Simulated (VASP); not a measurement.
The system is SnSe2.

```
CELL_PARAMETERS angstrom
-2.63305 2.63305 6.60895
2.63305 -2.63305 6.60895
2.63305 2.63305 -6.60895
ATOMIC_POSITIONS crystal
Sn 0.75000 0.25000 0.50000
Sn 0.00000 0.00000 0.00000
Se 0.54200 0.04200 0.50000
Se 0.79200 0.79200 0.00000
Se 0.20800 0.20800 0.00000
Se 0.95800 0.45800 0.50000
```

```yaml
Program: VASP 6.6.1
Task: relaxation of cell and atoms
Functional: PBE
Potentials_or_basis: VASP PAW PBE potentials, release 64 (Sn_d, Se)
Cutoff: 600 eV
k_mesh: 6 × 6 × 6
Occupations: fermi-dirac, width 0.02 eV
Spin: no spin polarisation
```

At the start: pressure 2.1 GPa; volume 30.55 Å³/atom.

Where does the relaxation end?

Over 20 steps the energy falls by 58.9 meV/atom and the volume is 30.45 Å³/atom (-0.3 %); space group I4_1/amd (No. 141, to 0.1 Å) before and after.

The path:
| step | energy change (eV) | largest force (eV/Å) | pressure (GPa) | volume (Å³) |
| --- | --- | --- | --- | --- |
| 1 | 0.0000 | 0.2824 | 2.14 | 183.28 |
| 2 | -0.1420 | 0.1347 | -0.62 | 194.22 |
| 3 | -0.1438 | 0.1226 | -0.95 | 195.89 |
| 4 | -0.1936 | 0.1416 | -0.16 | 193.09 |
| 5 | -0.1970 | 0.2467 | 0.17 | 192.29 |
| 6 | -0.2118 | 0.2821 | 0.16 | 192.52 |
| 7 | -0.2391 | 0.4077 | 0.22 | 193.06 |
| 8 | -0.2522 | 0.3395 | -0.04 | 193.53 |
| 9 | -0.2755 | 0.1480 | -0.78 | 194.93 |
| 10 | -0.2586 | 0.1835 | -2.10 | 197.70 |
| 11 | -0.2788 | 0.0458 | -1.18 | 195.76 |
| 12 | -0.2903 | 0.0319 | -1.11 | 194.72 |
| 13 | -0.3182 | 0.0002 | -0.85 | 191.60 |
| 14 | -0.3487 | 0.0275 | -0.28 | 185.37 |
| 15 | -0.3526 | 0.0256 | 0.00 | 182.64 |
| 16 | -0.3527 | 0.0249 | 0.04 | 182.21 |
| 17 | -0.3533 | 0.0017 | 0.08 | 182.27 |
| 18 | -0.3533 | 0.0135 | 0.10 | 182.30 |
| 19 | -0.3535 | 0.0009 | -0.02 | 182.76 |
| 20 | -0.3535 | 0.0026 | 0.00 | 182.70 |

Final structure:
```
Sn Se
1.0
    -2.84735    2.84735    5.63380
     2.84735   -2.84735    5.63380
     2.84735    2.84735   -5.63380
Sn Se
2 4
Direct
  0.75000 0.25000 0.50000
  0.00000 0.00000 0.00000
  0.52192 0.02192 0.50000
  0.77192 0.77192 0.00000
  0.22808 0.22808 0.00000
  0.97808 0.47808 0.50000
```
